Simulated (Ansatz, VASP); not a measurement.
# MnS in VASP and in Ansatz

```
CELL_PARAMETERS angstrom
0.00000 2.60450 2.60450
2.60450 0.00000 2.60450
2.60450 2.60450 0.00000
ATOMIC_POSITIONS crystal
Mn 0.00000 0.00000 0.00000
S 0.50000 0.50000 0.50000
```

Alike in both runs: task single point; functional PBE; k mesh 9 × 9 × 9; occupations gaussian, width 0.023 eV; collinear spin.

|  | VASP | Ansatz |
| --- | --- | --- |
| version | VASP 6.6.1 | Ansatz 0.2.0 |
| potentials or method | VASP PAW PBE potentials, release 64 (Mn_pv, S), cutoff 520 eV | all-electron LAPW, scalar-relativistic |

VASP gave:

```
gap on the k mesh at the Fermi level (eV)                     : none
pressure (GPa)                                                : -2.9
net moment per atom (μB)                                      : 2.36
size of the moment on the site where the two differ most (μB) : 4.26
```

Task: Estimate Ansatz's values.

Result: gap on the k mesh at the Fermi level (eV): none; pressure (GPa): -2.8; net moment per atom (μB): 2.36; size of the moment on the site where the two differ most (μB): 4.44.

Site moments also hang on the region over which each program counts them. A gap of «none» marks a metal or a gap that the smearing closes. Ansatz ran all-electron here, and VASP with PAW potentials.
